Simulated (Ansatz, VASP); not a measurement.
**NaH in VASP and in Ansatz**

```xyz
2
Lattice="0.0000 2.4879 2.4879 2.4879 0.0000 2.4879 2.4879 2.4879 0.0000" Properties=species:S:1:pos:R:3 pbc="T T T"
Na    0.0000    0.0000    0.0000
H     2.4879    2.4879    2.4879
```

Alike in both runs: task single point; functional PBE0; k mesh 6 × 6 × 6; occupations fermi-dirac, width 0.05 eV; no spin polarisation.

|  | VASP | Ansatz |
| --- | --- | --- |
| version | VASP 6.6.1 | Ansatz 0.2.0 |
| potentials or method | VASP PAW PBE potentials, release 64 (Na_pv, H) | Ansatz PAW |
| plane-wave cutoff (eV) | 520 | 420 |
| valence electrons in the cell | 8 | 10 |

Ansatz gave:

| Item | Value |
| --- | --- |
| gap on the k mesh at the Fermi level (eV) | 5.39 |
| least direct gap on the mesh (eV) | 6.26 |
| pressure (GPa) | -2.1 |

Q: Estimate VASP's values.

A: gap on the k mesh at the Fermi level (eV): 5.40; least direct gap on the mesh (eV): 6.27; pressure (GPa): -2.1.

VASP's potentials hold 8 valence electrons a cell and Ansatz's 10, so a difference there can come from the potentials and not from the codes.
